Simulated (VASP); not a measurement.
A run of VASP 6.6.1 is set up as follows.

INCAR

```
SYSTEM = Na
ALGO = Fast
EDIFF = 1E-6
ENCUT = 520
GGA = PE
ISIF = 2
ISMEAR = 0
LASPH = .True.
LCHARG = .False.
LREAL = .False.
LWAVE = .False.
NBANDS = 14
NELM = 60
PREC = Accurate
SIGMA = 0.1
```

KPOINTS

```
k-points
0
Gamma
  18 18 18
  0 0 0
```

File POSCAR:

```
Na
1.0
   -3.2842185691      3.2842185691      1.7805767387
    3.2842185691     -3.2842185691      1.7805767387
    3.2842185691      3.2842185691     -1.7805767387
Na
2
Direct
    0.0000000000      0.0000000000      0.0000000000
    0.7500000000      0.2500000000      0.5000000000
```

Potentials or basis: VASP PAW PBE potentials, release 64 (Na_pv).

The run is started by

```sh
$ cat potpaw_PBE.64/Na_pv/POTCAR > POTCAR
$ mpirun -np 1 vasp_std > vasp.out
```

Q: What does it give for the pressure?

A: 0.0 GPa.

Q: Predict the band gap on the k mesh.

A: Zero (band 7 reaches 1.64 eV, above the bottom of band 8 at -1.19 eV).
